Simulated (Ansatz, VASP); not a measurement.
# TaN in VASP and in Ansatz

Contents of INCAR:

```
PREC = Accurate
ENCUT = 520
EDIFF = 1E-6
ISMEAR = -1
SIGMA = 0.01
LREAL = F
LASPH = T
NELM = 100
ALGO = Normal
ISIF = 2
LWAVE = F
LCHARG = T
GGA = PE
LELF = T
LVHAR = T
NBANDS = 24
```

Contents of KPOINTS:

```
Automatic mesh
0
Gamma
  9 9 5
```

Contents of POSCAR:

```
TaN
1.0
    3.0295306677      0.0000000000      0.0000000000
   -1.5147653339      2.6236505199      0.0000000000
    0.0000000000      0.0000000000      4.9068446386
Ta N
2 2
Direct
    0.3333333333      0.6666666667      0.0000000000
    0.6666666667      0.3333333333      0.5000000000
    0.3333333333      0.6666666667      0.3850000000
    0.6666666667      0.3333333333      0.8850000000
```

Input for Ansatz:

```yaml
crystal:
  lattice:
    - [3.0295306677, 0.0, 0.0]
    - [-1.5147653339, 2.6236505199, 0.0]
    - [0.0, 0.0, 4.9068446386]
  atoms:
    - { symbol: Ta, position: [0.3333333333, 0.6666666667, 0.0] }
    - { symbol: Ta, position: [0.6666666667, 0.3333333333, 0.5] }
    - { symbol: "N", position: [0.3333333333, 0.6666666667, 0.385] }
    - { symbol: "N", position: [0.6666666667, 0.3333333333, 0.885] }
kpoints:
  mp_grid: { grid: [9, 9, 5] }
  band_path:
    path:
      - [0.0, 0.0, 0.0]
      - [0.5, 0.0, 0.0]
      - [0.3333333333, 0.3333333333, 0.0]
      - [0.0, 0.0, 0.0]
      - [0.0, 0.0, 0.5]
      - [0.5, 0.0, 0.5]
      - [0.3333333333, 0.3333333333, 0.5]
      - [0.0, 0.0, 0.5]
      - [0.5, 0.0, 0.5]
    npoints: 5
scf:
  occupations: { method: fermi_dirac, width: 0.01 }
hamiltonian:
  xc: pbe
  pseudopotentials: { kind: all_electron, lapw: { basis_error: 0.001 } }
output:
  forces: true
  stress: true
  eigenvalues: true
```

Change from the starting cell: volume scaled by 0.98.

Alike in both runs: task single point; functional PBE; k mesh 9 × 9 × 5; occupations fermi-dirac, width 0.01 eV; no spin polarisation.

|  | VASP | Ansatz |
| --- | --- | --- |
| version | VASP 6.6.1 | Ansatz 0.2.0 |
| potentials or method | VASP PAW PBE potentials, release 64 (Ta_pv, N), cutoff 520 eV | all-electron LAPW, scalar-relativistic |

```csv
,VASP,Ansatz,Ansatz less VASP
pressure (GPa),155.9,149.9,-5.99
"traceless stress, the component that is largest in VASP (GPa)",-18.37,-17.65,+0.717
rms of the force components (eV/Å),1.397,1.365,-0.0324
```

Atom by atom the forces differ by 0.032 eV/Å (rms over components). Both programs put the cell under a high pressure, so it lies far from rest at this level. Ansatz ran all-electron here, and VASP with PAW potentials.

Spin-orbit coupling is off throughout. Noted on VASP's run: the cell as given lies far from equilibrium.
